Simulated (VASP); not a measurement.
# BeN (R3m) in VASP: density of states with PBE

Aim: the density of states of BeN with PBE.

All numbers are computed with VASP 6.6.1; they aren't measurements. Logs are shortened: lines on timing, memory, paths and dates and some standing lists are left out, and cuts for length are marked.

## Step 1: The cell of the first run

It takes space group R3m (No. 160, trigonal). Conventional cell: a = 2.647 Å, b = 2.647 Å, c = 7.485 Å, α = 90.00°, β = 90.00°, γ = 120.00°. Within 2.2 Å of Be (site symmetry 3m) lie 4 N at 1.65 to 1.75 Å. N (site symmetry 3m) has 4 Be at 1.65 to 1.75 Å within 2.2 Å.

## Step 2: Density of states, PBE

Contents of POSCAR:

```
BeN
1.0
    1.3235282271      0.7641393782      2.4951047438
   -1.3235282271      0.7641393782      2.4951047438
    0.0000000000     -1.5282787564      2.4951047438
Be N
1 1
Direct
    0.0143522763      0.0143522763      0.0143522763
    0.2344043437      0.2344043437      0.2344043437
```

Contents of INCAR.step1:

```
ALGO     = Normal         # electronic algorithm
EDIFF    = 1E-7           # SCF threshold, eV
ENCUT    = 520            # plane-wave cutoff, eV
GGA      = PE             # functional
ISIF     = 2              # what is computed and relaxed
ISMEAR   = 0              # smearing method
LASPH    = True           # aspherical terms in the spheres
LCHARG   = True           # write CHGCAR
LREAL    = False          # projectors in reciprocal space
LWAVE    = False          # write WAVECAR
NBANDS   = 10             # bands
NELM     = 100            # most SCF steps
PREC     = Accurate       # precision mode
SIGMA    = 0.1            # smearing width, eV
```

Contents of KPOINTS.step1:

```
k-points
0
Gamma
  24 24 24
```

Contents of INCAR.step2:

```
ALGO     = Normal         # electronic algorithm
EDIFF    = 1E-7           # SCF threshold, eV
ENCUT    = 520            # plane-wave cutoff, eV
GGA      = PE             # functional
ICHARG   = 11             # starting density
ISIF     = 2              # what is computed and relaxed
ISMEAR   = -5             # smearing method
LASPH    = True           # aspherical terms in the spheres
LCHARG   = False          # write CHGCAR
LORBIT   = 10             # projections on sites
LREAL    = False          # projectors in reciprocal space
LWAVE    = False          # write WAVECAR
NBANDS   = 10             # bands
NEDOS    = 2001           # points of the DOS
NELM     = 100            # most SCF steps
PREC     = Accurate       # precision mode
SIGMA    = 0.1            # smearing width, eV
```

Contents of KPOINTS.step2:

```
k-points
0
Gamma
  36 36 36
```

Potentials or basis: VASP PAW PBE potentials, release 64 (Be, N).

On the command line:

```sh
cat potpaw_PBE.64/Be/POTCAR potpaw_PBE.64/N/POTCAR > POTCAR
cp INCAR.step1 INCAR
cp KPOINTS.step1 KPOINTS
mpirun -np 1 vasp_std > vasp.out
cp INCAR.step2 INCAR
cp KPOINTS.step2 KPOINTS
mpirun -np 1 vasp_std > vasp.out
```

OUTCAR:

```text
EDIFF = 1E-7
   ENCUT = 520
   GGA = PE
   ICHARG = 11
   ISIF = 2
   ISMEAR = -5
   LASPH = True
   LORBIT = 10
   LREAL = False
   NELM = 100
   PREC = Accurate

 ion  position               nearest neighbor table
   1  0.014  0.014  0.014-   2 1.65   2 1.75   2 1.75   2 1.75
   2  0.234  0.234  0.234-   1 1.65   1 1.75   1 1.75   1 1.75

  LATTYP: Found a trigonal (rhomboedric) cell.
 ALAT       =     2.9259500405
 COS(alpha) =     0.5907745841

  Lattice vectors:

 A1 = (   1.3235282271,   0.7641393782,   2.4951047438)
 A2 = (  -1.3235282271,   0.7641393782,   2.4951047438)
 A3 = (   0.0000000000,  -1.5282787564,   2.4951047438)

Analysis of symmetry for initial positions (statically):
=====================================================================
 Subroutine PRICEL returns:
 Original cell was already a primitive cell.

 Routine SETGRP: Setting up the symmetry group for a
 trigonal (rhombohedral) supercell.

 Subroutine GETGRP returns: Found  6 space group operations
 (whereof  6 operations were pure point group operations)
 out of a pool of 12 trial point group operations.

The static configuration has the point symmetry C_3v.

Analysis of symmetry for dynamics (positions and initial velocities):
=====================================================================
 Subroutine PRICEL returns:
 Original cell was already a primitive cell.

 Routine SETGRP: Setting up the symmetry group for a
 trigonal (rhombohedral) supercell.

 Subroutine GETGRP returns: Found  6 space group operations
 (whereof  6 operations were pure point group operations)
 out of a pool of 12 trial point group operations.

The dynamic configuration has the point symmetry C_3v.

 Subroutine INISYM returns: Found  6 space group operations
 (whereof  6 operations are pure point group operations),
 and found     1 'primitive' translations

----------------------------------------------------------------------------------------

                                     Primitive cell

  volume of cell :      15.1407

  direct lattice vectors                    reciprocal lattice vectors
     1.323528227  0.764139378  2.495104744     0.377778116  0.218110297  0.133594926
    -1.323528227  0.764139378  2.495104744    -0.377778116  0.218110297  0.133594926
     0.000000000 -1.528278756  2.495104744     0.000000000 -0.436220594  0.133594926

  length of vectors
     2.925950041  2.925950041  2.925950041     0.456219257  0.456219257  0.456219257

  position of ions in fractional coordinates (direct lattice)
     0.014352276  0.014352276  0.014352276
     0.234404344  0.234404344  0.234404344

  ion indices of the primitive-cell ions
   primitive index   ion index
                 1           1
                 2           2

----------------------------------------------------------------------------------------

 KPOINTS: k-points

Automatic generation of k-mesh.
 Grid dimensions read from file:
 generate k-points for:   36   36   36

 Generating k-lattice:

  Cartesian coordinates                     Fractional coordinates (reciprocal lattice)
     0.010493837  0.006058619  0.003710970     0.027777778  0.000000000  0.000000000
    -0.010493837  0.006058619  0.003710970     0.000000000  0.027777778  0.000000000
     0.000000000 -0.012117239  0.003710970     0.000000000  0.000000000  0.027777778

  Length of vectors
     0.012672757  0.012672757  0.012672757

  Shift w.r.t. Gamma in fractional coordinates (k-lattice)
     0.000000000  0.000000000  0.000000000

 TETIRR: Found  23328 inequivalent tetrahedra from   279936

 Subroutine IBZKPT returns following result:
 ===========================================

 Found   4237 irreducible k-points:

 Following reciprocal coordinates:
            Coordinates               Weight
  0.000000  0.000000  0.000000      1.000000
  0.027778  0.000000 -0.000000      6.000000
  0.055556  0.000000 -0.000000      6.000000
  0.083333  0.000000 -0.000000      6.000000
  0.111111  0.000000 -0.000000      6.000000
  0.138889  0.000000  0.000000      6.000000
[... 16 lines left out ...]
  0.111111  0.027778 -0.000000     12.000000
  0.138889  0.027778  0.000000     12.000000
 [... further k-points ...]
   k-points           NKPTS =   4237   k-points in BZ     NKDIM =   4237   number of bands    NBANDS=     10
   number of dos      NEDOS =   2001   number of ions     NIONS =      2
   total plane-waves  NPLWV =  13824
   dimension x,y,z NGX =    24 NGY =   24 NGZ =   24
   dimension x,y,z NGXF=    48 NGYF=   48 NGZF=   48
   ions per type =               1   1
   NGX,Y,Z   is equivalent  to a cutoff of  13.64, 13.64, 13.64 a.u.
   NGXF,Y,Z  is equivalent  to a cutoff of  27.27, 27.27, 27.27 a.u.
 SYSTEM =  unknown system
   PREC   = accura    normal or accurate (medium, high low for compatibility)
   ISTART =      0    job   : 0-new  1-cont  2-samecut
   ICHARG =     11    charge: 1-file 2-atom 10-const
   ISPIN  =      1    spin polarized calculation?
   LNONCOLLINEAR =      F non collinear calculations
   LSORBIT =      F    spin-orbit coupling
   LASPH  =      T    aspherical Exc in radial PAW
   ENCUT  =  520.0 eV  38.22 Ry    6.18 a.u.   5.44  5.44  5.44*2*pi/ulx,y,z
   NELM   =    100;   NELMIN=  2; NELMDL=  0     # of ELM steps
   EDIFF  = 0.1E-06   stopping-criterion for ELM
   LREAL  =      F    real-space projection
   EDIFFG = 0.1E-05   stopping-criterion for IOM
   NSW    =      0    number of steps for IOM
   IBRION =     -1    ionic relax: 0-MD 1-quasi-New 2-CG
   NFREE  =      0    steps in history (QN), initial steepest desc. (CG)
   ISIF   =      2    stress and relaxation
   ISYM   =      2    0-nonsym 1-usesym 2-fastsym
   POTIM  = 0.5000    time-step for ionic-motion
   TEBEG  =    0.0;   TEEND  =   0.0 temperature during run
   PSTRESS=    0.0 pullay stress
   NELECT =       7.0000    total number of electrons
   NUPDOWN=      -1.0000    fix difference up-down
   EMIN   =  10.00;   EMAX   =-10.00  energy-range for DOS
   EFERMI =   0.00;   METHOD = LEGACY
   ISMEAR =    -5;   SIGMA  =   0.10  broadening in eV -4-tet -1-fermi 0-gaus
   EFERMI_NEDOS =   21; number of points for ismear=-14 and -15
   IALGO  =     38    algorithm
   IMIX   =      4    mixing-type and parameters
     AMIX     =   0.40;   BMIX     =  1.00
     AMIX_MAG =   1.60;   BMIX_MAG =  1.00
  volume/ion in A,a.u.               =       7.57        51.09
  Fermi-wavevector in a.u.,A,eV,Ry     =   1.265879  2.392165 21.802655  1.602450
  Thomas-Fermi vector in A             =   2.399109
   LORBIT       =     10    0 simple, 1 ext, 2 COOP (PROOUT), +10 PAW based schemes
   GGA     = PE    functional components
   LHFCALC =     F    Hartree Fock is set to
   AEXX    =    0.0000 exact exchange contribution
   IVDW    =     0    specifies the selected vdW correction
   LEPSILON=     F    determine dielectric tensor
   LRPA    =     F    only Hartree local field effects (RPA)
 non-spin polarized calculation
 Fermi weights with tetrahedron method with Bloechl corrections
  energy-cutoff  :      520.00
  volume of cell :       15.14
 maximum number of plane-waves:       421
 NGX is ok and might be reduce to    24

 number of electron       7.0000000 magnetization

 Free energy of the ion-electron system (eV)
  ---------------------------------------------------
  ext. energy  EPLUGINS =         0.00000000
  ---------------------------------------------------
  free energy    TOTEN  =       -12.31500075 eV

  energy without entropy =      -12.31500075  energy(sigma->0) =      -12.31500075

 E-fermi :   3.9515     XC(G=0): -11.1283

 val. band max:        3.9581770051   @ k =  -0.4167  -0.4167   0.3056
 cond. band min:       3.9525454743   @ k =  -0.3056   0.1667   0.0833
 fundamental gap:     -0.0056315308
 Fermi energy:         3.9514649917

 k-point     1 :       0.0000    0.0000    0.0000
  band No.  band energies     occupation
      1     -11.6904      2.00000
      2       3.4914      2.00000
      3       5.8282      0.00000
      4       5.8282      0.00000
      5      12.0928      0.00000
      6      16.9055      0.00000
      7      17.8395      0.00000
      8      17.8395      0.00000
      9      29.6395      0.00000
     10      30.6048      0.00000

 k-point     2 :       0.0278    0.0000   -0.0000
  band No.  band energies     occupation
      1     -11.6758      2.00000
      2       3.4836      2.00000
      3       5.7598      0.00000
      4       5.8164      0.00000
      5      12.1119      0.00000
      6      16.9452      0.00000
      7      17.8427      0.00000
      8      17.8556      0.00000
      9      29.2518      0.00000
     10      30.0794      0.00000

 k-point     3 :       0.0556    0.0000   -0.0000
  band No.  band energies     occupation
      1     -11.6319      2.00000
      2       3.4600      2.00000
      3       5.5609      0.00000
      4       5.7814      0.00000
      5      12.1683      0.00000
      6      17.0577      0.00000
      7      17.8504      0.00000
      8      17.9032      0.00000
      9      28.5818      0.00000
     10      29.5911      0.00000
[... 248 lines left out ...]
 k-point    23 :       0.1111    0.0278   -0.0000
  band No.  band energies     occupation
      1     -11.4891      2.00000
      2       3.3080      2.00000
      3       5.0081      0.00000
      4       5.6747      0.00000
      5      12.3977      0.00000
      6      17.3603      0.00000
      7      17.8520      0.00000
      8      18.0901      0.00000
      9      27.2293      0.00000
     10      28.4317      0.00000

 k-point    24 :       0.1389    0.0278    0.0000
  band No.  band energies     occupation
      1     -11.3713      2.00000
      2       3.2149      2.00000
      3       4.5800      0.00000
      4       5.5941      0.00000
      5      12.5486      0.00000
      6      17.5518      0.00000
      7      17.8429      0.00000
      8      18.2116      0.00000
      9      26.7242      0.00000
     10      27.9584      0.00000

 [... further k-points ...]

------------------------ aborting loop because EDIFF is reached ----------------------------------------

  FORCE on cell =-STRESS in cart. coord.  units (eV):
  Direction    XX          YY          ZZ          XY          YZ          ZX
  --------------------------------------------------------------------------------------
  -------------------------------------------------------------------------------------
  Total        0.0137955      0.0137955     -0.0021444      0.0000000      0.0000000      0.0000000
  in kB        1.4598278      1.4598278     -0.2269161      0.0000000      0.0000000      0.0000000
  external PRESSURE =       0.8975798 kB  Pullay stress =       0.0000000 kB

 VOLUME and BASIS-vectors are now :
 -----------------------------------------------------------------------------
  energy-cutoff  :      520.00
  volume of cell :       15.14
      direct lattice vectors                 reciprocal lattice vectors
     1.323528227  0.764139378  2.495104744     0.377778116  0.218110297  0.133594926
    -1.323528227  0.764139378  2.495104744    -0.377778116  0.218110297  0.133594926
     0.000000000 -1.528278756  2.495104744     0.000000000 -0.436220594  0.133594926

 POSITION                                       TOTAL-FORCE (eV/Angst)
 -----------------------------------------------------------------------------------
      0.00000      0.00000      0.10743         0.000000      0.000000      0.014188
      0.00000      0.00000      1.75459         0.000000      0.000000     -0.014188
 -----------------------------------------------------------------------------------
    total drift:                               -0.000000     -0.000000     -0.000141

  FREE ENERGIE OF THE ION-ELECTRON SYSTEM (eV)
  ---------------------------------------------------
  free  energy   TOTEN  =       -12.3150007521 eV

  energy  without entropy=      -12.3150007521  energy(sigma->0) =      -12.31500075

 total charge

# of ion       s       p       d       tot
------------------------------------------
    1        0.462   0.822   0.000   1.284
    2        1.276   2.423   0.000   3.700
--------------------------------------------------
tot          1.738   3.245   0.000   4.984
```

Wall time 5.4 min (1 thread of Intel Xeon Platinum 8259CL at 2.50GHz (Skylake/Cascade Lake), shared host); peak memory 0.73 GiB.

What came out:

| Item | Value |
| --- | --- |
| Valence electrons inside the program's atomic spheres | Be 1.28; N 3.70 |

Caveat: tetrahedron occupations give inexact forces and stress in metals.
